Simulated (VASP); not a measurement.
Set up this calculation in VASP 6.6.1, as the native input.

```
Task                   : single point
Functional             : PBE
Dispersion             : D3(BJ)
Potentials or basis    : VASP PAW PBE potentials, release 64 (S, Zr_sv, H)
Cutoff                 : 400 eV
k mesh                 : 6 × 6 × 1
Occupations            : gaussian, width 0.05 eV
Spin                   : no spin polarisation
Dipole correction      : yes
Further INCAR settings : ALGO = Normal; EDIFF = 1e-06; NBANDS = 62; NELMDL = -8
```

The structure of Zr2HS4 lies in POSCAR:

```
Zr2HS4
1.0
    7.2976778227      0.0000000000      0.0000000000
   -3.6488389114      6.3199743831      0.0000000000
    0.0000000000      0.0000000000     20.9171506047
S Zr H
8 4 2
Direct
    0.3333333333      0.1666666667      0.1912306354
    0.3333333333      0.6666666667      0.1912306354
    0.8333333333      0.1666666667      0.1912306354
    0.8333333333      0.6666666667      0.1912306354
    0.1666666667      0.3333333333      0.3306927762
    0.1666666667      0.8333333333      0.3306927762
    0.6666666667      0.3333333333      0.3306927762
    0.6666666667      0.8333333333      0.3306927762
    0.0000000000      0.0000000000      0.2609617058
    0.0000000000      0.5000000000      0.2609617058
    0.5000000000      0.0000000000      0.2609617058
    0.5000000000      0.5000000000      0.2609617058
    0.3803136712      0.7606273424      0.4549926892
    0.4530196621      0.9060393242      0.4549926892
```

One way to write it, as run:

INCAR

```
SYSTEM = Zr2HS4
PREC     = Accurate       ! precision mode
ENCUT    = 400            ! plane-wave cutoff, eV
EDIFF    = 1E-6           ! SCF threshold, eV
ISMEAR   = 0              ! smearing method
SIGMA    = 0.05           ! smearing width, eV
LREAL    = .FALSE.        ! projectors in reciprocal space
LASPH    = .TRUE.         ! aspherical terms in the spheres
NELM     = 120            ! most SCF steps
ALGO     = Normal         ! electronic algorithm
ISIF     = 2              ! what is computed and relaxed
LWAVE    = .FALSE.        ! write WAVECAR
LCHARG   = .TRUE.         ! write CHGCAR
LDIPOL   = .TRUE.       
IDIPOL   = 3            
DIPOL    = 0.5 0.5 0.289
GGA      = PE             ! functional
IVDW     = 12             ! dispersion correction
LELF     = .TRUE.         ! ELF
LVHAR    = .TRUE.       
LVACPOTAV= .TRUE.       
NBANDS   = 62             ! bands
GGA_COMPAT= .FALSE.      
NELMDL   = -8
```

KPOINTS

```
regular mesh
0
G
  6 6 1
  0 0 0
```

Potentials or basis: VASP PAW PBE potentials, release 64 (S, Zr_sv, H).

Launch:

```console
$ cat potpaw_PBE.64/S/POTCAR potpaw_PBE.64/Zr_sv/POTCAR potpaw_PBE.64/H/POTCAR > POTCAR
$ mpirun -np 1 vasp_std > vasp.out
```

Results of the run:

The largest force is 3.363 eV/Å, the band gap on the k mesh is 1.10 eV and the dispersion energy per atom is -0.218 eV.

Run time: 17 min on 1 thread of Intel(R) Xeon(R) Platinum 8488C (Sapphire Rapids) (shared host), peak memory 0.91 GiB.
